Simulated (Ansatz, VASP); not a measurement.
**TaN: VASP beside Ansatz**

File INCAR:

```
PREC     = Accurate       # precision mode
ENCUT    = 520            # plane-wave cutoff, eV
EDIFF    = 1E-7           # SCF threshold, eV
ISMEAR   = 0              # smearing method
SIGMA    = 0.1            # smearing width, eV
LREAL    = F              # projectors in reciprocal space
LASPH    = T              # aspherical terms in the spheres
NELM     = 80             # most SCF steps
ALGO     = Normal         # electronic algorithm
ISIF     = 2              # what is computed and relaxed
LWAVE    = F              # write WAVECAR
LCHARG   = F              # write CHGCAR
GGA      = PE             # functional
NBANDS   = 24             # bands
```

File KPOINTS:

```
regular mesh
0
Gamma
  21 21 18
```

The input POSCAR:

```
TaN
1.0
    2.9674202135      0.0000000000      0.0000000000
   -1.4837101067      2.5698612886      0.0000000000
    0.0000000000      0.0000000000      5.6318576259
Ta N
2 2
Direct
    0.0000000000      0.0000000000      0.0000000000
    0.3333333333      0.6666666667      0.5000000000
    0.6666666667      0.3333333333      0.2500000000
    0.6666666667      0.3333333333      0.7500000000
```

Input for Ansatz:

```yaml
crystal:
  lattice:
    - [2.9674202135, 0.0, 0.0]
    - [-1.4837101067, 2.5698612886, 0.0]
    - [0.0, 0.0, 5.6318576259]
  atoms:
    - { symbol: Ta, position: [0.0, 0.0, 0.0] }
    - { symbol: "N", position: [0.6666666667, 0.3333333333, 0.25] }
    - { symbol: Ta, position: [0.3333333333, 0.6666666667, 0.5] }
    - { symbol: "N", position: [0.6666666667, 0.3333333333, 0.75] }
basis:
  ecutwfc: 420
kpoints:
  mp_grid: { grid: [21, 21, 18] }
hamiltonian:
  xc: pbe
scf:
  occupations: { method: gaussian, width: 0.1 }
output:
  forces: true
  stress: true
  eigenvalues: true
```

Alike in both runs: task single point; functional PBE; k mesh 21 × 21 × 18; occupations gaussian, width 0.1 eV; no spin polarisation.

|  | VASP | Ansatz |
| --- | --- | --- |
| version | VASP 6.6.1 | Ansatz 0.2.0 |
| potentials or method | VASP PAW PBE potentials, release 64 (Ta_pv, N), cutoff 520 eV | scalar-relativistic, plane waves, PAW |
| valence electrons in the cell | 32 | 36 |

```csv
,VASP,Ansatz,Ansatz less VASP
gap on the k mesh at the Fermi level (eV),none,none,-
pressure (GPa),0.7,0.0,-0.75
```

A gap of «none» marks a metal or a gap that the smearing closes. VASP's potentials hold 32 valence electrons a cell and Ansatz's 36, so a difference there can come from the potentials and not from the codes.

Spin-orbit coupling is off throughout.
